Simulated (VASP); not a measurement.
B2F:

```xyz
3
Lattice="2.2096 0.0000 0.0000 -1.1048 1.9136 0.0000 0.0000 0.0000 5.0705" Properties=species:S:1:pos:R:3 pbc="T T T"
B     0.0000    0.0000    3.4941
B     0.0000    0.0000    1.5763
F     0.0000    0.0000    0.0000
```

| Property | Result |
| --- | --- |
| Program | VASP 6.6.1 |
| Task | relaxation of cell and atoms |
| Functional | PBE |
| Potentials or basis | VASP PAW PBE potentials, release 64 (B, F) |
| Cutoff | 600 eV |
| k mesh | 12 × 12 × 4 |
| Occupations | gaussian, width 0.1 eV |
| Spin | no spin polarisation |

At the start: pressure -0.6 GPa; volume 7.15 Å³/atom.

Question: Where does the relaxation end?

Answer: Over 4 steps the energy falls by 7.5 meV/atom and the volume is 7.06 Å³/atom (-1.2 %); space group P6/mmm (No. 191, to 0.05 Å).

Step by step:
```
step  energy change (eV)  largest force (eV/Å)  pressure (GPa)  volume (Å³)
   1              0.0000                0.3381           -0.58        21.44
   2             -0.0219                0.0416           -1.20        21.35
   3             -0.0219                0.0433           -1.18        21.35
   4             -0.0225                0.0147            0.18        21.19
```

Final structure:
```
CELL_PARAMETERS angstrom
2.17981 0.00000 0.00000
-1.08990 1.88777 0.00000
0.00000 0.00000 5.14920
ATOMIC_POSITIONS crystal
B 0.00000 0.00000 0.69203
B 0.00000 0.00000 0.30797
F 0.00000 0.00000 0.00000
```

Caveat: an odd number of electrons without spin polarisation forces a metal; a magnetic or distorted state may lie lower.
